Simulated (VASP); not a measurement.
Here is a VASP 6.6.1 calculation.

INCAR

```
PREC = Accurate
ENCUT = 560
EDIFF = 1E-8
ISMEAR = -1
SIGMA = 0.05
LREAL = False
LASPH = True
NELM = 120
ALGO = Normal
ISIF = 2
LWAVE = False
LCHARG = True
GGA = PS
IBRION = 8
NSW = 1
GGA_COMPAT = False
```

Contents of KPOINTS:

```
Automatic mesh
0
Gamma
  10 10 6
```

POSCAR

```
Re
1.0
    2.7608000000      0.0000000000      0.0000000000
   -1.3804000000      2.3909229348      0.0000000000
    0.0000000000      0.0000000000      4.4582000000
Re
2
Direct
    0.6666666667      0.3333333333      0.7500000000
    0.3333333333      0.6666666667      0.2500000000
```

Potentials or basis: VASP PAW PBE potentials, release 64 (Re_sv_GW).

The run is started by

```sh
$ cat potpaw_PBE.64/Re_sv_GW/POTCAR > POTCAR
$ mpirun -np 1 vasp_std > vasp.out
```

(1) Predict the highest phonon frequency at Γ.

Results:

(1) 130 cm⁻¹.

Caveat: the cell stands under pressure or tension, which shifts response properties.
